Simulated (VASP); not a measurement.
# CuO (P6_3mc) in VASP: settings compared

Aim: see how the results for CuO move with the level of theory and the settings. Levels: BLYP, PBE. Tasks: single point.

Everything below comes from runs of VASP 6.6.1. Logs are shortened: lines on timing, memory, paths and dates and some standing lists are left out, and cuts for length are marked.

## (1) The cell of the first run

The structure is hexagonal, space group P6_3mc (No. 186). Conventional cell: a = 3.201 Å, b = 3.201 Å, c = 5.421 Å, α = 90.00°, β = 90.00°, γ = 120.00°. Cu (site symmetry 3m) has 4 O at 1.96 to 2.00 Å within 2.6 Å. O (site symmetry 3m) has 4 Cu at 1.96 to 2.00 Å within 2.6 Å.

## (2) Single point, BLYP

Input file INCAR:

```
PREC = Accurate
ENCUT = 520
EDIFF = 1E-6
ISMEAR = -1
SIGMA = 0.05
LREAL = False
LASPH = True
NELM = 80
ALGO = Normal
ISIF = 2
LWAVE = False
LCHARG = True
GGA = B5
ALDAX = 1.0
AGGAX = 1.0
AGGAC = 1.0
ALDAC = 0.0
LELF = True
LVHAR = True
NBANDS = 25
```

Input file KPOINTS:

```
Automatic mesh
0
Gamma
  9 9 5
```

Input file POSCAR:

```
CuO
1.0
    3.2008721162     -0.0000000028      0.0000000000
   -1.6004360557      2.7720365683      0.0000000000
    0.0000000000      0.0000000000      5.4212834364
Cu O
2 2
Direct
    0.6666666667      0.3333333333     -0.0069961828
    0.3333333333      0.6666666667      0.4930038172
    0.6666666667      0.3333333333      0.6321961828
    0.3333333333      0.6666666667      0.1321961828
```

Potentials or basis: VASP PAW PBE potentials, release 64 (Cu, O).

The run is started by

```sh
> cat potpaw_PBE.64/Cu/POTCAR potpaw_PBE.64/O/POTCAR > POTCAR
> mpirun -np 1 vasp_std > vasp.out
```

OUTCAR:

```text
PREC = Accurate
   ENCUT = 520
   EDIFF = 1E-6
   ISMEAR = -1
   LREAL = False
   LASPH = True
   NELM = 80
   ISIF = 2
   GGA = B5

 ion  position               nearest neighbor table
   1  0.667  0.333  0.993-   3 1.96   4 2.00   4 2.00   4 2.00
   2  0.333  0.667  0.493-   4 1.96   3 2.00   3 2.00   3 2.00
   3  0.667  0.333  0.632-   1 1.96   2 2.00   2 2.00   2 2.00
   4  0.333  0.667  0.132-   2 1.96   1 2.00   1 2.00   1 2.00

  LATTYP: Found a hexagonal cell.
 ALAT       =     3.2008721162
 C/A-ratio  =     1.6936894820

  Lattice vectors:

 A1 = (   3.2008721162,  -0.0000000028,   0.0000000000)
 A2 = (  -1.6004360557,   2.7720365683,   0.0000000000)
 A3 = (   0.0000000000,   0.0000000000,   5.4212834364)

Analysis of symmetry for initial positions (statically):
=====================================================================
 Subroutine PRICEL returns:
 Original cell was already a primitive cell.

 Routine SETGRP: Setting up the symmetry group for a
 hexagonal supercell.

 Subroutine GETGRP returns: Found 12 space group operations
 (whereof  6 operations were pure point group operations)
 out of a pool of 24 trial point group operations.

The static configuration has the point symmetry C_3v.
 The point group associated with its full space group is C_6v.

Analysis of symmetry for dynamics (positions and initial velocities):
=====================================================================
 Subroutine PRICEL returns:
 Original cell was already a primitive cell.

 Routine SETGRP: Setting up the symmetry group for a
 hexagonal supercell.

 Subroutine GETGRP returns: Found 12 space group operations
 (whereof  6 operations were pure point group operations)
 out of a pool of 24 trial point group operations.

The dynamic configuration has the point symmetry C_3v.
 The point group associated with its full space group is C_6v.

 Subroutine INISYM returns: Found 12 space group operations
 (whereof  6 operations are pure point group operations),
 and found     1 'primitive' translations

----------------------------------------------------------------------------------------

                                     Primitive cell
[... 84 lines left out ...]
   NGXF,Y,Z  is equivalent  to a cutoff of  24.93, 24.93, 24.53 a.u.
 SYSTEM =  unknown system
   PREC   = accura    normal or accurate (medium, high low for compatibility)
   ISTART =      0    job   : 0-new  1-cont  2-samecut
   ICHARG =      2    charge: 1-file 2-atom 10-const
   ISPIN  =      1    spin polarized calculation?
   LNONCOLLINEAR =      F non collinear calculations
   LSORBIT =      F    spin-orbit coupling
   LASPH  =      T    aspherical Exc in radial PAW
   ENCUT  =  520.0 eV  38.22 Ry    6.18 a.u.   5.95  5.95 10.08*2*pi/ulx,y,z
   NELM   =     80;   NELMIN=  2; NELMDL= -5     # of ELM steps
   EDIFF  = 0.1E-05   stopping-criterion for ELM
   LREAL  =      F    real-space projection
   EDIFFG = 0.1E-04   stopping-criterion for IOM
   NSW    =      0    number of steps for IOM
   IBRION =     -1    ionic relax: 0-MD 1-quasi-New 2-CG
   NFREE  =      0    steps in history (QN), initial steepest desc. (CG)
   ISIF   =      2    stress and relaxation
   ISYM   =      2    0-nonsym 1-usesym 2-fastsym
   POTIM  = 0.5000    time-step for ionic-motion
   TEBEG  =    0.0;   TEEND  =   0.0 temperature during run
   PSTRESS=    0.0 pullay stress
   NELECT =      34.0000    total number of electrons
   NUPDOWN=      -1.0000    fix difference up-down
   EMIN   =  10.00;   EMAX   =-10.00  energy-range for DOS
   EFERMI =   0.00;   METHOD = LEGACY
   ISMEAR =    -1;   SIGMA  =   0.05  broadening in eV -4-tet -1-fermi 0-gaus
   EFERMI_NEDOS =   21; number of points for ismear=-14 and -15
   IALGO  =     38    algorithm
   IMIX   =      4    mixing-type and parameters
     AMIX     =   0.40;   BMIX     =  1.00
     AMIX_MAG =   1.60;   BMIX_MAG =  1.00
  volume/ion in A,a.u.               =      12.03        81.15
  Fermi-wavevector in a.u.,A,eV,Ry     =   1.458293  2.755773 28.934385  2.126617
  Thomas-Fermi vector in A             =   2.574994
   LORBIT       =      0    0 simple, 1 ext, 2 COOP (PROOUT), +10 PAW based schemes
   GGA     = B5    functional components
   LHFCALC =     F    Hartree Fock is set to
   AEXX    =    0.0000 exact exchange contribution
   IVDW    =     0    specifies the selected vdW correction
   LEPSILON=     F    determine dielectric tensor
   LRPA    =     F    only Hartree local field effects (RPA)
 non-spin polarized calculation
  energy-cutoff  :      520.00
  volume of cell :       48.10
 maximum number of plane-waves:      1317
 NGX is ok and might be reduce to    24
   NGX = 11   NGY = 11   NGZ = 21

 number of electron      34.0000037 magnetization

 Free energy of the ion-electron system (eV)
  ---------------------------------------------------
  ext. energy  EPLUGINS =         0.00000000
  ---------------------------------------------------
  free energy    TOTEN  =       -17.74816816 eV

  energy without entropy =      -17.70612801  energy(sigma->0) =      -17.72714809

 E-fermi :   3.8555     XC(G=0): -10.3430

 val. band max:        3.8472856913   @ k =   0.2222   0.1111   0.4000
 cond. band min:       3.8584277498   @ k =   0.1111   0.1111   0.0000
 fundamental gap:      0.0111420586
 Fermi energy:         3.8555102959

 k-point     1 :       0.0000    0.0000    0.0000
  band No.  band energies     occupation
      1     -14.6028      2.00000
      2     -14.0309      2.00000
      3      -1.8823      2.00000
      4      -0.8952      2.00000
      5      -0.6002      2.00000
      6      -0.6002      2.00000
[... 661 lines left out ...]
     24      14.2895      0.00000
     25      17.6896      0.00000

 [... further k-points ...]
[... 5 lines left out ...]
  --------------------------------------------------------------------------------------
  -------------------------------------------------------------------------------------
  Total        0.1680321      0.1680321      0.2155090     -0.0000000      0.0000000     -0.0000000
  in kB        5.5967168      5.5967168      7.1780520     -0.0000000      0.0000000     -0.0000000
  external PRESSURE =       6.1238285 kB  Pullay stress =       0.0000000 kB

 VOLUME and BASIS-vectors are now :
 -----------------------------------------------------------------------------
  energy-cutoff  :      520.00
  volume of cell :       48.10
      direct lattice vectors                 reciprocal lattice vectors
     3.200872116 -0.000000003  0.000000000     0.312414856  0.180372801  0.000000000
    -1.600436056  2.772036568  0.000000000     0.000000000  0.360745602  0.000000000
     0.000000000  0.000000000  5.421283436     0.000000000  0.000000000  0.184458166

 POSITION                                       TOTAL-FORCE (eV/Angst)
 -----------------------------------------------------------------------------------
      1.60044      0.92401      5.38336        -0.000000     -0.000000      0.011047
      0.00000      1.84802      2.67271         0.000000      0.000000      0.011047
      1.60044      0.92401      3.42731         0.000000      0.000000     -0.011047
      0.00000      1.84802      0.71667        -0.000000     -0.000000     -0.011047
 -----------------------------------------------------------------------------------
    total drift:                                0.000001      0.000001      0.000879

  FREE ENERGIE OF THE ION-ELECTRON SYSTEM (eV)
  ---------------------------------------------------
  free  energy   TOTEN  =       -17.7481681612 eV

  energy  without entropy=      -17.7061280137  energy(sigma->0) =      -17.72714809
```

OSZICAR:

```text
N       E                     dE             d eps       ncg     rms          rms(c)
DAV:   1     0.318664633254E+03    0.31866E+03   -0.16178E+04  1832   0.207E+03
DAV:   2     0.185859776712E+02   -0.30008E+03   -0.27824E+03  1851   0.396E+02
DAV:   3    -0.227743250351E+02   -0.41360E+02   -0.39061E+02  2220   0.163E+02
DAV:   4    -0.243948030079E+02   -0.16205E+01   -0.16058E+01  2117   0.347E+01
DAV:   5    -0.244355314333E+02   -0.40728E-01   -0.40697E-01  2301   0.493E+00    0.174E+01
DAV:   6    -0.214125109218E+02    0.30230E+01   -0.39191E+01  2613   0.148E+02    0.141E+01
DAV:   7    -0.176417262520E+02    0.37708E+01   -0.10485E+01  2170   0.119E+02    0.252E+00
DAV:   8    -0.178025795916E+02   -0.16085E+00   -0.20555E+00  1875   0.943E+00    0.161E+00
DAV:   9    -0.177716426685E+02    0.30937E-01   -0.10508E-01  3201   0.958E+00    0.115E+00
DAV:  10    -0.177502390776E+02    0.21404E-01   -0.32843E-02  2909   0.489E+00    0.557E-01
DAV:  11    -0.177480493087E+02    0.21898E-02   -0.17618E-02  2158   0.104E+00    0.743E-02
DAV:  12    -0.177481345195E+02   -0.85211E-04   -0.59424E-04  2327   0.262E-01    0.737E-02
DAV:  13    -0.177482172686E+02   -0.82749E-04   -0.87317E-05  1962   0.825E-02    0.553E-02
DAV:  14    -0.177481674297E+02    0.49839E-04   -0.65767E-05  3103   0.139E-01    0.113E-02
DAV:  15    -0.177481682641E+02   -0.83439E-06   -0.16807E-05  1878   0.327E-02    0.445E-03
DAV:  16    -0.177481681612E+02    0.10286E-06   -0.81996E-07  1031   0.966E-03
   1 F= -.17748168E+02 E0= -.17727148E+02  d E =-.420401E-01
```

stdout:

```text
POSCAR found type information on POSCAR CuO
 POSCAR found :  2 types and       4 ions
 scaLAPACK will be used
 -----------------------------------------------------------------------------
|                                                                             |
|                                                                             |
|     You enforced a specific xc type in the INCAR file but a different       |
|     I HOPE YOU KNOW WHAT YOU ARE DOING!                                     |
|                                                                             |
 -----------------------------------------------------------------------------

 LDA part: xc-table for (Slater(with rela. corr.)+VWN5), standard interpolation
 POSCAR, INCAR and KPOINTS ok, starting setup
 FFT: planning ... GRIDC
 FFT: planning ... GRID_SOFT
 FFT: planning ... GRID
 WAVECAR not read
 entering main loop
```

It took 47 s on 1 thread of AMD EPYC 7R13 (Zen 3), shared host; peak memory 0.15 GiB.

Results:

```yaml
Free_energy: -17.7482 eV
Pressure: 0.6 GPa
Largest_force: 0.011 eV/Å
Band_gap_on_the_k_mesh: zero (bands 17 and 18 overlap by 1.30 eV)
```

Forces in eV/Å, atoms in the order of the input:
```
Cu   0.000  0.000  0.011
Cu   0.000  0.000  0.011
O    0.000  0.000 -0.011
O    0.000  0.000 -0.011
```

Stress tensor (GPa, compression positive):
```
0.56 0.00 0.00
0.00 0.56 0.00
0.00 0.00 0.72
```

Caveat: the PAW data sets were made with another functional, which shifts forces and pressure a little; semilocal functionals often make such compounds metallic where correlation or magnetic order opens a gap, which also shifts bond lengths. With open d or f shells a metallic result of BLYP can be an artefact of self-interaction; +U or a hybrid may open a gap.

(Part 1 of 2 ends here.)
